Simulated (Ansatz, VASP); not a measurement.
Ga2PN: VASP beside Ansatz

POSCAR

```
Ga2PN
1.0
    3.4588306978      0.0000000000      0.0000000000
    0.0000000000      3.4588306978      0.0000000000
    0.0000000000      0.0000000000      4.8559312949
N Ga P
1 2 1
Direct
    0.0000000000      0.0000000000      0.0000000000
    0.0000000000      0.5000000000      0.7927838361
    0.5000000000      0.0000000000      0.2072161639
    0.5000000000      0.5000000000      0.5000000000
```

INCAR.step1

```
ALGO     = Normal         # electronic algorithm
EDIFF    = 1E-4           # SCF threshold, eV
ENCUT    = 520            # plane-wave cutoff, eV
GGA      = PE             # functional
ISMEAR   = -1             # smearing method
LASPH    = True           # aspherical terms in the spheres
LCHARG   = False          # write CHGCAR
LREAL    = False          # projectors in reciprocal space
LWAVE    = True           # write WAVECAR
NBANDS   = 26             # bands
NELM     = 100            # most SCF steps
PREC     = Accurate       # precision mode
SIGMA    = 0.02           # smearing width, eV
```

File INCAR.step2:

```
ALGO     = Normal         # electronic algorithm
EDIFF    = 1E-6           # SCF threshold, eV
ENCUT    = 520            # plane-wave cutoff, eV
ISIF     = 2              # what is computed and relaxed
ISMEAR   = -1             # smearing method
ISTART   = 1            
LASPH    = True           # aspherical terms in the spheres
LCHARG   = False          # write CHGCAR
LMIXTAU  = True         
LREAL    = False          # projectors in reciprocal space
LWAVE    = False          # write WAVECAR
METAGGA  = R2SCAN         # meta-GGA
NBANDS   = 26             # bands
NELM     = 100            # most SCF steps
PREC     = Accurate       # precision mode
SIGMA    = 0.02           # smearing width, eV
```

KPOINTS

```
k-points
0
Gamma
  6 6 4
```

Input for Ansatz:

```yaml
crystal:
  lattice:
    - [3.4588306978, 0.0, 0.0]
    - [0.0, 3.4588306978, 0.0]
    - [0.0, 0.0, 4.8559312949]
  atoms:
    - { symbol: "N", position: [0.0, 0.0, 0.0] }
    - { symbol: Ga, position: [0.0, 0.5, 0.7927838361] }
    - { symbol: P, position: [0.5, 0.5, 0.5] }
    - { symbol: Ga, position: [0.5, 0.0, 0.2072161639] }
kpoints:
  mp_grid: { grid: [6, 6, 4] }
hamiltonian:
  xc: r2scan
scf:
  occupations: { method: fermi_dirac, width: 0.02 }
  n_extra_bands: 5
output:
  forces: true
  stress: true
  eigenvalues: true
```

Alike in both runs: task single point; functional r2SCAN; k mesh 6 × 6 × 4; occupations fermi-dirac, width 0.02 eV; no spin polarisation.

|  | VASP | Ansatz |
| --- | --- | --- |
| version | VASP 6.6.1 | Ansatz 0.2.0 |
| potentials or method | VASP PAW PBE potentials, release 64 (N, Ga_d, P) | plane waves, PAW |
| plane-wave cutoff (eV) | 520 | 500 |
| valence electrons in the cell | 36 | 36 |

Ansatz gave:

```
pressure (GPa)                     : 8.8
rms of the force components (eV/Å) : 0.069
```

What did VASP give for the same quantities?

Pressure (GPa): 9.1; rms of the force components (eV/Å): 0.050.

VASP's potentials were made for PBE, not for r2SCAN.
